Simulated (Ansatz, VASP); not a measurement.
## Two plane-wave programs on Sc3Ge5

INCAR

```
SYSTEM = Sc3Ge5
  ALGO = Normal
  EDIFF = 1E-7
  ENCUT = 520
  GGA = PE
  ISIF = 2
  ISMEAR = 0
  ISPIN = 2
  LASPH = .TRUE.
  LCHARG = .FALSE.
  LMAXMIX = 4
  LORBIT = 11
  LREAL = .FALSE.
  LWAVE = .FALSE.
  MAGMOM = 1 1 1 0 0 0 0 0
  NBANDS = 66
  NELM = 150
  PREC = Accurate
  SIGMA = 0.1
```

The input KPOINTS:

```
k-points
0
G
  4 4 4
  0 0 0
```

Contents of POSCAR:

```
Sc3Ge5
1.0
   -3.3225569900      3.3225569900      3.3225569900
    3.3225569900     -3.3225569900      3.3225569900
    3.3225569900      3.3225569900     -3.3225569900
Sc Ge
3 5
Direct
    0.0000000000      0.5000000000      0.5000000000
    0.5000000000      0.5000000000      0.0000000000
    0.5000000000      0.0000000000      0.5000000000
    0.0000000000      0.0000000000      0.0000000000
    0.0000000000      0.0000000000      0.5000000000
    0.0000000000      0.5000000000      0.0000000000
    0.5000000000      0.0000000000      0.0000000000
    0.5000000000      0.5000000000      0.5000000000
```

Input for Ansatz:

```yaml
crystal:
  lattice:
    - [-3.32255699, 3.32255699, 3.32255699]
    - [3.32255699, -3.32255699, 3.32255699]
    - [3.32255699, 3.32255699, -3.32255699]
  atoms:
    - { symbol: Sc, position: [0.0, 0.5, 0.5], spin: 1.0 }
    - { symbol: Sc, position: [0.5, 0.5, 0.0], spin: 1.0 }
    - { symbol: Sc, position: [0.5, 0.0, 0.5], spin: 1.0 }
    - { symbol: Ge, position: [0.0, 0.0, 0.0] }
    - { symbol: Ge, position: [0.0, 0.0, 0.5] }
    - { symbol: Ge, position: [0.0, 0.5, 0.0] }
    - { symbol: Ge, position: [0.5, 0.0, 0.0] }
    - { symbol: Ge, position: [0.5, 0.5, 0.5] }
basis:
  ecutwfc: 420
kpoints:
  mp_grid: { grid: [4, 4, 4] }
hamiltonian:
  xc: pbe
scf:
  occupations: { method: gaussian, width: 0.1 }
  lower_state_search: "off"
output:
  forces: true
  stress: true
  eigenvalues: true
  populations: true
magnetization:
  spin_polarized: true
```

Change from the starting cell: species swapped into the Fe5Co3 type (Im-3m, No. 229).

Alike in both runs: task single point; functional PBE; k mesh 4 × 4 × 4; occupations gaussian, width 0.1 eV; collinear spin.

```csv
,VASP,Ansatz
version,VASP 6.6.1,Ansatz 0.2.0
potentials or method,"VASP PAW PBE potentials, release 64 (Sc_sv, Ge_d), cutoff 520 eV","scalar-relativistic, plane waves, PAW"
valence electrons in the cell,103,103
```

VASP gave:

| Item | Value |
| --- | --- |
| gap on the k mesh at the Fermi level (eV) | none |
| pressure (GPa) | 2.8 |
| net moment per atom (μB) | 0.00 |

Task: Estimate Ansatz's values.

Result: gap on the k mesh at the Fermi level (eV): none; pressure (GPa): 2.7; net moment per atom (μB): 0.00.

A gap of «none» marks a metal or a gap that the smearing closes. The functional is the same, so the differences come from potentials, cutoffs and numerics. Ansatz's warnings: seeded moment not kept.
